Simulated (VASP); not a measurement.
Here is a VASP 6.6.1 calculation.

The input INCAR:

```
ALGO = Fast ; EDIFF = 1E-8
ENCUT = 600 ; GGA = PE
IBRION = 6 ; ISIF = 3
ISMEAR = -1 ; ISPIN = 2
LASPH = True ; LCHARG = False
LMAXMIX = 4 ; LORBIT = 11
LREAL = False ; LWAVE = False
MAGMOM = 2 ; NELM = 150
NFREE = 2 ; NSW = 1
POTIM = 0.015 ; PREC = Accurate
SIGMA = 0.05
```

Contents of KPOINTS:

```
k-points
0
Gamma
  9 9 9
```

File POSCAR:

```
V
1.0
   -1.5143500000      1.5143500000      1.5143500000
    1.5143500000     -1.5143500000      1.5143500000
    1.5143500000      1.5143500000     -1.5143500000
V
1
Direct
    0.0000000000      0.0000000000      0.0000000000
```

Potentials or basis: VASP PAW PBE potentials, release 64 (V_sv).

The run is started by

```sh
$ cat potpaw_PBE.64/V_sv/POTCAR > POTCAR
$ mpirun -np 1 vasp_std > vasp.out
```

Q: Predict the elastic constants C11, C12, C44.

A: 177, 148, -55 GPa.

Q: What does it give for the Voigt bulk modulus?

A: 158 GPa.

Q: Predict the net moment.

A: 0.00 μB per cell.

Clamped-ion elastic tensor (GPa):
```
177 148 148   0   0   0
148 177 148   0   0   0
148 148 177   0   0   0
  0   0   0 -55   0   0
  0   0   0   0 -55   0
  0   0   0   0   0 -55
```

Caveat: the cell is under stress, which shifts elastic constants; the elastic tensor has a negative eigenvalue, so either the cell is unstable as it stands or the mesh is too thin.
